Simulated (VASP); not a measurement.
Input of a VASP 6.6.1 run:

The input INCAR:

```
ALGO     = Normal         # electronic algorithm
DIPOL    = 0.5 0.5 0.500
EDIFF    = 1E-7           # SCF threshold, eV
ENCUT    = 520            # plane-wave cutoff, eV
GGA      = PE             # functional
IDIPOL   = 3            
ISIF     = 2              # what is computed and relaxed
ISMEAR   = 0              # smearing method
LASPH    = True           # aspherical terms in the spheres
LCHARG   = True           # write CHGCAR
LDIPOL   = True         
LELF     = True           # ELF
LREAL    = False          # projectors in reciprocal space
LVACPOTAV= True         
LVHAR    = True         
LWAVE    = False          # write WAVECAR
NBANDS   = 22             # bands
NELM     = 100            # most SCF steps
PREC     = Accurate       # precision mode
SIGMA    = 0.02           # smearing width, eV
```

The input KPOINTS:

```
k-points
0
Gamma
  9 9 1
```

File POSCAR:

```
Bi
1.0
    4.3490000000      0.0000000000      0.0000000000
   -2.1745000000      3.7663444811      0.0000000000
    0.0000000000      0.0000000000     28.0000000000
Bi
2
Direct
    0.3333333333      0.6666666667      0.5066071429
    0.6666666667      0.3333333333      0.4933928571
```

Potentials or basis: VASP PAW PBE potentials, release 64 (Bi_d).

The run is started by

```bash
$ cat potpaw_PBE.64/Bi_d/POTCAR > POTCAR
$ mpirun -np 1 vasp_std > vasp.out
```

Task: What does it give for the band gap on the k mesh?

Result: Zero (band 15 reaches -2.03 eV, above the bottom of band 16 at -2.47 eV).

Task: What does it give for the work function of the lower face?

Result: 3.96 eV.

Task: What does it give for the largest force?

Result: 2.529 eV/Å.

Task: Estimate the work function of the upper face.

Result: 3.96 eV.

Forces on the atoms (eV/Å):
```
Bi   0.000  0.000  2.529
Bi   0.000  0.000 -2.529
```

Caveat: spin-orbit coupling is left out, which moves the levels of the heavy elements.
